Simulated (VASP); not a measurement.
# Hf2SnS2 (P4/mmm) in VASP: further runs, part 2 of 2

VASP 6.6.1. Earlier steps stand in the parts before.

### Step 3. Relaxation of cell and atoms, PBE

Contents of INCAR:

```
SYSTEM = Hf2SnS2
PREC = Accurate
ENCUT = 600
EDIFF = 1E-6
ISMEAR = 0
SIGMA = 0.1
LREAL = .False.
LASPH = .True.
NELM = 100
ALGO = Normal
ISIF = 3
LWAVE = .False.
LCHARG = .False.
GGA = PE
IBRION = 2
NSW = 100
EDIFFG = -0.01
```

Contents of KPOINTS:

```
Automatic mesh
0
Gamma
  10 10 6
  0 0 0
```

Contents of POSCAR:

```
Hf2SnS2
1.0
    4.2186548889      0.0000000000      0.0000000000
    0.0000000000      4.2186548889      0.0000000000
    0.0000000000      0.0000000000      6.2794740815
Hf Sn S
2 1 2
Direct
    0.0000000000      0.5000000000      0.5000000000
    0.5000000000      0.0000000000      0.5000000000
    0.0000000000      0.0000000000      0.0000000000
    0.5000000000      0.5000000000      0.2481968854
    0.5000000000      0.5000000000      0.7518031146
```

Potentials or basis: VASP PAW PBE potentials, release 64 (Hf_pv, Sn_d, S).

On the command line:

```sh
$ cat potpaw_PBE.64/Hf_pv/POTCAR potpaw_PBE.64/Sn_d/POTCAR potpaw_PBE.64/S/POTCAR > POTCAR
$ mpirun -np 1 vasp_std > vasp.out
```

OUTCAR:

```text
SYSTEM = Hf2SnS2
   PREC = Accurate
   ENCUT = 600
   EDIFF = 1E-6
   ISMEAR = 0
   LREAL = .False.
   LASPH = .True.
   NELM = 100
   ISIF = 3
   GGA = PE
   IBRION = 2
   NSW = 100
   EDIFFG = -0.01

 ion  position               nearest neighbor table
   1  0.000  0.500  0.500-   4 2.64   5 2.64   4 2.64   5 2.64   2 2.98   2 2.98   2 2.98   2 2.98
                             3 3.78   3 3.78   3 3.78   3 3.78
   2  0.500  0.000  0.500-   4 2.64   5 2.64   4 2.64   5 2.64   1 2.98   1 2.98   1 2.98   1 2.98
                             3 3.78   3 3.78   3 3.78   3 3.78
   3  0.000  0.000  0.000-   1 3.78   2 3.78   1 3.78   2 3.78   1 3.78   1 3.78   2 3.78   2 3.78

   4  0.500  0.500  0.248-   1 2.64   2 2.64   2 2.64   1 2.64
   5  0.500  0.500  0.752-   1 2.64   2 2.64   2 2.64   1 2.64

  LATTYP: Found a simple tetragonal cell.
 ALAT       =     4.2186548889
 C/A-ratio  =     1.4885014885

  Lattice vectors:

 A1 = (   4.2186548889,   0.0000000000,   0.0000000000)
 A2 = (   0.0000000000,   4.2186548889,   0.0000000000)
 A3 = (   0.0000000000,   0.0000000000,   6.2794740815)

Analysis of symmetry for initial positions (statically):
=====================================================================
 Subroutine PRICEL returns:
 Original cell was already a primitive cell.

 Routine SETGRP: Setting up the symmetry group for a
 simple tetragonal supercell.

 Subroutine GETGRP returns: Found 16 space group operations
 (whereof 16 operations were pure point group operations)
 out of a pool of 16 trial point group operations.

The static configuration has the point symmetry D_4h.

Analysis of symmetry for dynamics (positions and initial velocities):
=====================================================================
 Subroutine PRICEL returns:
 Original cell was already a primitive cell.

 Routine SETGRP: Setting up the symmetry group for a
 simple tetragonal supercell.

 Subroutine GETGRP returns: Found 16 space group operations
 (whereof 16 operations were pure point group operations)
 out of a pool of 16 trial point group operations.

The dynamic configuration has the point symmetry D_4h.

 Subroutine INISYM returns: Found 16 space group operations
 (whereof 16 operations are pure point group operations),
 and found     1 'primitive' translations

----------------------------------------------------------------------------------------

                                     Primitive cell

  volume of cell :     111.7561

  direct lattice vectors                    reciprocal lattice vectors
     4.218654889  0.000000000  0.000000000     0.237042381  0.000000000  0.000000000
     0.000000000  4.218654889  0.000000000     0.000000000  0.237042381  0.000000000
     0.000000000  0.000000000  6.279474082     0.000000000  0.000000000  0.159249005

  length of vectors
     4.218654889  4.218654889  6.279474082     0.237042381  0.237042381  0.159249005

  position of ions in fractional coordinates (direct lattice)
     0.000000000  0.500000000  0.500000000
     0.500000000  0.000000000  0.500000000
     0.000000000  0.000000000  0.000000000
     0.500000000  0.500000000  0.248196885
[... 43 lines left out ...]
  0.500000  0.000000  0.000000      2.000000
[... 16 lines left out ...]
  0.100000  0.000000  0.166667      8.000000
  0.200000  0.000000  0.166667      8.000000
 [... further k-points ...]
   k-points           NKPTS =     84   k-points in BZ     NKDIM =     84   number of bands    NBANDS=     27
   number of dos      NEDOS =    301   number of ions     NIONS =      5
   total plane-waves  NPLWV =  64800
   dimension x,y,z NGX =    36 NGY =   36 NGZ =   50
   dimension x,y,z NGXF=    72 NGYF=   72 NGZF=  100
   ions per type =               2   1   2
   NGX,Y,Z   is equivalent  to a cutoff of  14.19, 14.19, 13.24 a.u.
   NGXF,Y,Z  is equivalent  to a cutoff of  28.37, 28.37, 26.47 a.u.
 SYSTEM =  Hf2SnS2
   PREC   = accura    normal or accurate (medium, high low for compatibility)
   ISTART =      0    job   : 0-new  1-cont  2-samecut
   ICHARG =      2    charge: 1-file 2-atom 10-const
   ISPIN  =      1    spin polarized calculation?
   LNONCOLLINEAR =      F non collinear calculations
   LSORBIT =      F    spin-orbit coupling
   LASPH  =      T    aspherical Exc in radial PAW
   ENCUT  =  600.0 eV  44.10 Ry    6.64 a.u.   8.43  8.43 12.54*2*pi/ulx,y,z
   NELM   =    100;   NELMIN=  2; NELMDL= -5     # of ELM steps
   EDIFF  = 0.1E-05   stopping-criterion for ELM
   LREAL  =      F    real-space projection
   EDIFFG = -.1E-01   stopping-criterion for IOM
   NSW    =    100    number of steps for IOM
   IBRION =      2    ionic relax: 0-MD 1-quasi-New 2-CG
   NFREE  =      1    steps in history (QN), initial steepest desc. (CG)
   ISIF   =      3    stress and relaxation
   ISYM   =      2    0-nonsym 1-usesym 2-fastsym
   POTIM  = 0.5000    time-step for ionic-motion
   TEBEG  =    0.0;   TEEND  =   0.0 temperature during run
   PSTRESS=    0.0 pullay stress
   NELECT =      46.0000    total number of electrons
   NUPDOWN=      -1.0000    fix difference up-down
   EMIN   =  10.00;   EMAX   =-10.00  energy-range for DOS
   EFERMI =   0.00;   METHOD = LEGACY
   ISMEAR =     0;   SIGMA  =   0.10  broadening in eV -4-tet -1-fermi 0-gaus
   EFERMI_NEDOS =   21; number of points for ismear=-14 and -15
   IALGO  =     38    algorithm
   IMIX   =      4    mixing-type and parameters
     AMIX     =   0.40;   BMIX     =  1.00
     AMIX_MAG =   1.60;   BMIX_MAG =  1.00
  volume/ion in A,a.u.               =      22.35       150.83
  Fermi-wavevector in a.u.,A,eV,Ry     =   1.217784  2.301279 20.177419  1.482998
  Thomas-Fermi vector in A             =   2.353093
   LORBIT       =      0    0 simple, 1 ext, 2 COOP (PROOUT), +10 PAW based schemes
   GGA     = PE    functional components
   LHFCALC =     F    Hartree Fock is set to
   AEXX    =    0.0000 exact exchange contribution
   IVDW    =     0    specifies the selected vdW correction
   LEPSILON=     F    determine dielectric tensor
   LRPA    =     F    only Hartree local field effects (RPA)
 conjugate gradient relaxation of ions
 non-spin polarized calculation
 Gauss-broadening in eV      SIGMA  =   0.10
  energy-cutoff  :      600.00
  volume of cell :      111.76
 maximum number of plane-waves:      3754
 NGX is ok and might be reduce to    36
   NGX = 17   NGY = 17   NGZ = 25

--------------------------------------- Ionic step        1  -------------------------------------------

 number of electron      46.0000003 magnetization

 Free energy of the ion-electron system (eV)
  ---------------------------------------------------
  ext. energy  EPLUGINS =         0.00000000
  ---------------------------------------------------
  free energy    TOTEN  =       -34.37905335 eV

  energy without entropy =      -34.36025131  energy(sigma->0) =      -34.36965233

------------------------ aborting loop because EDIFF is reached ----------------------------------------

  FORCE on cell =-STRESS in cart. coord.  units (eV):
  Direction    XX          YY          ZZ          XY          YZ          ZX
  --------------------------------------------------------------------------------------
  -------------------------------------------------------------------------------------
  Total       -0.3743342     -0.3743342     -0.2091205      0.0000000      0.0000000      0.0000000
  in kB       -5.3665943     -5.3665943     -2.9980292      0.0000000      0.0000000      0.0000000
  external PRESSURE =      -4.5770726 kB  Pullay stress =       0.0000000 kB
[... 182 lines left out ...]
--------------------------------------- Ionic step        6  -------------------------------------------

 number of electron      46.0000003 magnetization

 Free energy of the ion-electron system (eV)
  ---------------------------------------------------
  ext. energy  EPLUGINS =         0.00000000
  ---------------------------------------------------
  free energy    TOTEN  =       -34.38016459 eV

  energy without entropy =      -34.36144211  energy(sigma->0) =      -34.37080335

 E-fermi :   6.2144     XC(G=0): -10.4540

 val. band max:        6.2115061704   @ k =   0.3000   0.3000   0.3333
 cond. band min:       6.2447958779   @ k =   0.5000   0.1000   0.3333
 fundamental gap:      0.0332897075
 Fermi energy:         6.2144075566

 k-point     1 :       0.0000    0.0000    0.0000
  band No.  band energies     occupation
      1     -25.0535      2.00000
      2     -25.0205      2.00000
      3     -25.0205      2.00000
      4     -24.8569      2.00000
      5     -24.3295      2.00000
      6     -24.3295      2.00000
[... 709 lines left out ...]
     26       7.8546      0.00000
     27       8.0713      0.00000

 [... further k-points ...]

------------------------ aborting loop because EDIFF is reached ----------------------------------------

  FORCE on cell =-STRESS in cart. coord.  units (eV):
  Direction    XX          YY          ZZ          XY          YZ          ZX
  --------------------------------------------------------------------------------------
  -------------------------------------------------------------------------------------
  Total        0.0053567      0.0053567      0.0031698      0.0000000      0.0000000      0.0000000
  in kB        0.0770536      0.0770536      0.0455969      0.0000000      0.0000000      0.0000000
  external PRESSURE =       0.0665681 kB  Pullay stress =       0.0000000 kB
[... 20 lines left out ...]
  FREE ENERGIE OF THE ION-ELECTRON SYSTEM (eV)
  ---------------------------------------------------
  free  energy   TOTEN  =       -34.3801645897 eV

  energy  without entropy=      -34.3614421145  energy(sigma->0) =      -34.37080335

 reached required accuracy - stopping structural energy minimisation
```

Wall time 7.1 min (1 thread of Intel Xeon 6975P-C (Granite Rapids), shared host); peak memory 0.47 GiB.

What came out:

| Quantity | Value |
| --- | --- |
| Free energy | -34.3802 eV |
| Relaxed volume | 22.28 Å³/atom |
| Relaxed cell | a = 4.210 Å, b = 4.210 Å, c = 6.286 Å, α = 90.00°, β = 90.00°, γ = 90.00° |
| Space group after relaxing (to 0.05 Å) | P4/mmm (No. 123) |
| Energy gained by relaxing | 0.2 meV/atom |
| Ionic steps | 6 |
| Pressure after relaxing | 0.0 GPa |
| Band gap on the k mesh | zero (band 23 reaches 6.84 eV, above the bottom of band 24 at 5.65 eV) |

Step by step:
| step | energy change (eV) | largest force (eV/Å) | pressure (GPa) | volume (Å³) |
| --- | --- | --- | --- | --- |
| 1 | 0.0000 | 0.0799 | -0.46 | 111.76 |
| 2 | -0.0002 | 0.0453 | 0.46 | 110.73 |
| 3 | -0.0010 | 0.0139 | 0.04 | 111.21 |
| 4 | -0.0010 | 0.0151 | 0.03 | 111.22 |
| 5 | -0.0011 | 0.0116 | 0.02 | 111.26 |
| 6 | -0.0011 | 0.0014 | 0.01 | 111.38 |

Final structure:
```yaml
crystal:
  lattice:
    - [4.20956, 0.00000, 0.00000]
    - [0.00000, 4.20956, 0.00000]
    - [0.00000, 0.00000, 6.28552]
  atoms:
    - { symbol: Hf, position: [0.00000, 0.50000, 0.50000] }
    - { symbol: Hf, position: [0.50000, 0.00000, 0.50000] }
    - { symbol: Sn, position: [0.00000, 0.00000, 0.00000] }
    - { symbol: S, position: [0.50000, 0.50000, 0.24895] }
    - { symbol: S, position: [0.50000, 0.50000, 0.75105] }
```

Caveat: spin-orbit coupling is left out, which moves the levels of the heavy elements.

### Step 4. Single point, PBE

Contents of INCAR:

```
PREC = Accurate ; ENCUT = 520
EDIFF = 1E-7 ; ISMEAR = 0
SIGMA = 0.1 ; LREAL = False
LASPH = True ; NELM = 100
ALGO = Normal ; ISIF = 2
LWAVE = False ; LCHARG = False
GGA = PE ; NBANDS = 31
```

Contents of KPOINTS:

```
Automatic mesh
0
Gamma
  4 4 4
```

POSCAR is that of step 3.

On the command line:

```sh
$ cat potpaw_PBE.64/Hf_pv/POTCAR potpaw_PBE.64/Sn_d/POTCAR potpaw_PBE.64/S/POTCAR > POTCAR
$ mpirun -np 1 vasp_std > vasp.out
```

Wall time 27 s (1 thread of Intel Xeon 6975P-C (Granite Rapids), shared host); peak memory 0.24 GiB.

The run converged. Its results:

```yaml
Free_energy: -34.3550 eV
Pressure: -0.4 GPa
Largest_force: 0.040 eV/Å
Band_gap_on_the_k_mesh: zero (band 23 reaches 6.61 eV, above the bottom of band 24 at 5.62 eV)
```

Forces on the atoms (eV/Å):
```
Hf   0.000  0.000  0.000
Hf   0.000  0.000  0.000
Sn   0.000  0.000  0.000
S    0.000  0.000  0.040
S    0.000  0.000 -0.040
```

Stress tensor (GPa, compression positive):
```
-0.45  0.00  0.00
 0.00 -0.45  0.00
 0.00  0.00 -0.23
```

Levels at points of the mesh, in eV from the Fermi level:
```csv
k point,band 19,band 20,band 21,band 22,band 23,band 24,band 25,band 26,band 27,band 28
"(0.00, 0.00, 0.00)",-4.04,-2.97,-1.85,-1.65,-0.44,0.27,0.30,2.24,2.24,2.38
"(0.50, 0.00, 0.00)",-3.99,-1.91,-1.28,-0.94,-0.08,0.66,0.93,1.32,1.64,1.70
"(0.50, 0.50, 0.00)",-3.86,-2.89,-2.31,-1.83,-1.83,0.86,0.86,1.26,2.61,2.61
"(0.00, 0.00, 0.50)",-3.44,-3.44,-2.97,-1.84,-0.04,0.76,1.47,1.47,2.28,2.28
"(0.50, 0.00, 0.50)",-3.72,-2.69,-1.48,0.01,0.08,0.30,0.36,0.51,1.12,2.03
"(0.50, 0.50, 0.50)",-4.37,-3.42,-1.67,-0.76,-0.76,-0.65,1.15,1.15,1.66,1.66
```

Caveat: the k points lie up to 0.37 Å⁻¹ apart; spin-orbit coupling is left out, which moves the levels of the heavy elements.

### Step 5. Single point, PBE

This run uses another cell than the first one, of 25.11 Å³/atom, 1.122 times its volume.

Contents of INCAR:

```
ALGO     = Normal         # electronic algorithm
EDIFF    = 1E-6           # SCF threshold, eV
ENCUT    = 520            # plane-wave cutoff, eV
GGA      = PE             # functional
ISIF     = 2              # what is computed and relaxed
ISMEAR   = 0              # smearing method
LASPH    = True           # aspherical terms in the spheres
LCHARG   = False          # write CHGCAR
LREAL    = False          # projectors in reciprocal space
LWAVE    = False          # write WAVECAR
NBANDS   = 31             # bands
NELM     = 100            # most SCF steps
PREC     = Accurate       # precision mode
SIGMA    = 0.1            # smearing width, eV
```

Contents of KPOINTS:

```
k-points
0
Gamma
  4 4 4
```

Contents of POSCAR:

```
Hf2SnS2
1.0
    4.5233738900      0.0000000000      0.0000000000
    0.0000000000      4.5233738900      0.0000000000
    0.0000000000      0.0000000000      6.1358235000
Hf Sn S
2 1 2
Direct
    0.0000000000      0.5000000000      0.5000000000
    0.5000000000      0.0000000000      0.5000000000
    0.0000000000      0.0000000000      0.0000000000
    0.5000000000      0.5000000000      0.2399999900
    0.5000000000      0.5000000000      0.7600000100
```

On the command line:

```sh
$ cat potpaw_PBE.64/Hf_pv/POTCAR potpaw_PBE.64/Sn_d/POTCAR potpaw_PBE.64/S/POTCAR > POTCAR
$ mpirun -np 1 vasp_std > vasp.out
```

Wall time 2.1 min (1 thread of Intel Xeon Platinum 8259CL at 2.50GHz (Skylake/Cascade Lake), shared host); peak memory 0.27 GiB.

It converged, with:

```
Free energy            : -33.6089 eV
Pressure               : -9.7 GPa
Largest force          : 1.124 eV/Å
Band gap on the k mesh : zero (band 23 reaches 5.58 eV, above the bottom of band 24 at 4.90 eV)
```

Forces on the atoms (eV/Å):
```
Hf   0.000  0.000  0.000
Hf   0.000  0.000  0.000
Sn   0.000  0.000  0.000
S    0.000  0.000  1.124
S    0.000  0.000 -1.124
```

Stress tensor (GPa, compression positive):
```
-12.43   0.00   0.00
  0.00 -12.43   0.00
  0.00   0.00  -4.37
```

Levels at points of the mesh, in eV from the Fermi level:
| k point | band 21 | band 22 | band 23 | band 24 | band 25 | band 26 |
| --- | --- | --- | --- | --- | --- | --- |
| (0.00, 0.00, 0.00) | -1.39 | -0.91 | -0.10 | 0.21 | 0.80 | 1.92 |
| (0.50, 0.00, 0.00) | -1.17 | -0.85 | -0.27 | 0.37 | 0.89 | 1.21 |
| (0.50, 0.50, 0.00) | -1.34 | -1.34 | -1.23 | 0.65 | 0.65 | 1.07 |
| (0.00, 0.00, 0.50) | -2.88 | -1.38 | 0.19 | 0.72 | 1.20 | 1.20 |
| (0.50, 0.00, 0.50) | -1.46 | -0.18 | -0.16 | 0.17 | 0.24 | 0.48 |
| (0.50, 0.50, 0.50) | -1.69 | -0.36 | -0.36 | -0.06 | 1.29 | 1.29 |

Caveat: spin-orbit coupling is left out, which moves the levels of the heavy elements; forces of over 1 eV/Å act on the atoms, so gaps and moduli don't describe the material at rest.

### Step 6. Overview

```csv
task,cell,k mesh,cutoff (eV),gap on the mesh (eV),pressure (GPa),largest force (eV/Å)
single point,"a = 4.215, b = 4.215, c = 6.297 Å, 5 atoms",10 × 10 × 6,520,none,-0.4,0.06
relaxation of cell and atoms,"relaxed from a = 4.219, b = 4.219, c = 6.279 Å, 5 atoms",10 × 10 × 6,600,none,0.0,-
single point,"a = 4.219, b = 4.219, c = 6.279 Å, 5 atoms",4 × 4 × 4,520,none,-0.4,0.04
single point,"a = 4.523, b = 4.523, c = 6.136 Å, 5 atoms",4 × 4 × 4,520,none,-9.7,1.12
```

Alike in all rows: level PBE; potentials or basis VASP PAW PBE potentials, release 64 (Hf_pv, Sn_d, S); no spin polarisation; smearing gaussian 0.1 eV.

Caveats: some runs use coarse meshes; spin-orbit coupling is left out, which moves the levels of the heavy elements; forces of over 1 eV/Å act on the atoms, so gaps and moduli don't describe the material at rest (some runs).

Total energies depend on the potentials used, so only differences within one code and one set of settings carry meaning.
